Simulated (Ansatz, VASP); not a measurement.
# Two plane-wave programs on Si5Sn

Contents of INCAR:

```
  PREC = Accurate
  ENCUT = 600
  EDIFF = 1E-6
  ISMEAR = 0
  SIGMA = 0.1
  LREAL = F
  LASPH = T
  NELM = 60
  ALGO = Normal
  ISIF = 3
  LWAVE = F
  LCHARG = F
  GGA = PE
  IBRION = 2
  NSW = 90
  EDIFFG = -0.04
```

KPOINTS

```
Automatic mesh
0
Gamma
  6 6 4
```

File POSCAR:

```
Si5Sn
1.0
    5.5796063954      0.0000000000      0.0000000000
   -2.7898031977      4.8320808815      0.0000000000
    0.0000000000      0.0000000000      7.3369394240
Si Sn
5 1
Direct
    0.5000000000      0.0000000000      0.5000000000
    0.0000000000      0.5000000000      0.5000000000
    0.5000000000      0.5000000000      0.5000000000
    0.0000000000      0.0000000000      0.8536747480
    0.0000000000      0.0000000000      0.1463252520
    0.0000000000      0.0000000000      0.5000000000
```

Input for Ansatz:

```yaml
crystal:
  lattice:
    - [5.5796063954, 0.0, 0.0]
    - [-2.7898031977, 4.8320808815, 0.0]
    - [0.0, 0.0, 7.336939424]
  atoms:
    - { symbol: Si, position: [0.5, 0.0, 0.5] }
    - { symbol: Si, position: [0.0, 0.5, 0.5] }
    - { symbol: Si, position: [0.5, 0.5, 0.5] }
    - { symbol: Si, position: [0.0, 0.0, 0.853674748] }
    - { symbol: Si, position: [0.0, 0.0, 0.146325252] }
    - { symbol: Sn, position: [0.0, 0.0, 0.5] }
basis:
  ecutwfc: 420
kpoints:
  mp_grid: { grid: [6, 6, 4] }
hamiltonian:
  xc: pbe
scf:
  occupations: { method: gaussian, width: 0.1 }
  lower_state_search: "off"
output:
  forces: true
  stress: true
  eigenvalues: true
relax:
  adjacent_minimum: "off"
  f_tol: 0.04
  max_steps: 70
  cell: { stress_tol: 0.4 }
```

Alike in both runs: task relaxation of cell and atoms; functional PBE; k mesh 6 × 6 × 4; occupations gaussian, width 0.1 eV; no spin polarisation.

```csv
,VASP,Ansatz
version,VASP 6.6.1,Ansatz 0.2.0
potentials or method,"VASP PAW PBE potentials, release 64 (Si, Sn_d), cutoff 600 eV","scalar-relativistic, plane waves, PAW"
valence electrons in the cell,34,34
```

Ansatz gave:

```
gap on the k mesh at the Fermi level, each at its own relaxed structure (eV)  : none
relaxed volume (Å³/atom)                                                      : 33.32
relaxed length of the cell vector where the two differ most in proportion (Å) : 7.512
```

Task: What did VASP give for the same quantities?

Result: gap on the k mesh at the Fermi level, each at its own relaxed structure (eV): none; relaxed volume (Å³/atom): 33.29; relaxed length of the cell vector where the two differ most in proportion (Å): 7.507.

A gap of «none» marks a metal or a gap that the smearing closes.
